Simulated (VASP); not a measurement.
A run of VASP 6.6.1 is set up as follows.

Contents of INCAR:

```
PREC = Accurate ; ENCUT = 520
EDIFF = 1E-6 ; ISMEAR = 0
SIGMA = 0.01 ; LREAL = Auto
LASPH = T ; NELM = 150
ALGO = Normal ; ISIF = 2
LWAVE = F ; LCHARG = F
ISPIN = 2 ; MAGMOM = 0.01 0.1 0.19 0.02 0.29 0.33 0.01 0.03 0 0.44 0.01 0.03 0 0.01 0.02 0 0 0 0 0 0 0 0 0 0 0 0 0 0 0 0
LORBIT = 11 ; NUPDOWN = 2.0
GGA = PE ; NBANDS = 88
```

File KPOINTS:

```
Automatic mesh
0
Gamma
  1 1 1
  0.25 0.25 0.25
```

The input POSCAR:

```
Al14CN16
1.0
    6.2595139102      0.0000000601      0.0000000000
   -3.1297570100      5.4208980298      0.0000000000
    0.0000000000      0.0000000000     10.0348065900
C N Al
1 16 14
Direct
    0.3855707494      0.1141777237      0.2660966526
    0.3677334716      0.1331877984      0.3981675334
    0.1397163593      0.3568532437      0.1813572990
    0.3239614161      0.1750435199      0.9385882457
    0.1612154193      0.3402226469      0.7020453557
    0.3429120532      0.6809412620      0.4421872369
    0.2128642038      0.8851701494      0.1983605655
    0.3306235857      0.6796674761      0.9397519324
    0.1643657991      0.8418523740      0.6869067922
    0.8014300595      0.1467329205      0.4395724306
    0.6131104536      0.2872177064      0.1975201627
    0.8201949831      0.1688918833      0.9396969966
    0.6588303708      0.3362920090      0.6869135187
    0.8335202783      0.6677468439      0.4391367147
    0.6693006728      0.8267040169      0.1894126809
    0.8326369576      0.6668568798      0.9494542883
    0.6665691071      0.8336486490      0.6956836223
    0.3251491871      0.1749135373      0.7475091820
    0.1572493650      0.3421704913      0.9967606696
    0.3390941823      0.6568950518      0.2584530817
    0.1633260963      0.8237070275      0.4982608300
    0.3286707717      0.6720879630      0.7472108051
    0.1748163388      0.8497818839      1.0026221826
    0.8370017858      0.1575712282      0.2553591292
    0.6732867093      0.3392432363      0.4987313318
    0.8282781140      0.1713162423      0.7468616046
    0.6494407285      0.3248575427      1.0020792447
    0.8322246400      0.6680431455      0.2542516330
    0.6629273576      0.8263399286      0.5070573740
    0.8317910347      0.6692338243      0.7538696020
    0.6627543644      0.8359587860      0.9998716068
```

Potentials or basis: VASP PAW PBE potentials, release 64 (C, N, Al).

Command:

```sh
$ cat potpaw_PBE.64/C/POTCAR potpaw_PBE.64/N/POTCAR potpaw_PBE.64/Al/POTCAR > POTCAR
$ mpirun -np 1 vasp_std > vasp.out
```

(1) Estimate the largest force.

(2) Predict the pressure.

## Answers

(1) 0.393 eV/Å.

(2) -2.2 GPa.

Caveat: the k points lie up to 1.16 Å⁻¹ apart; the total moment is fixed, so each spin has its own Fermi level.
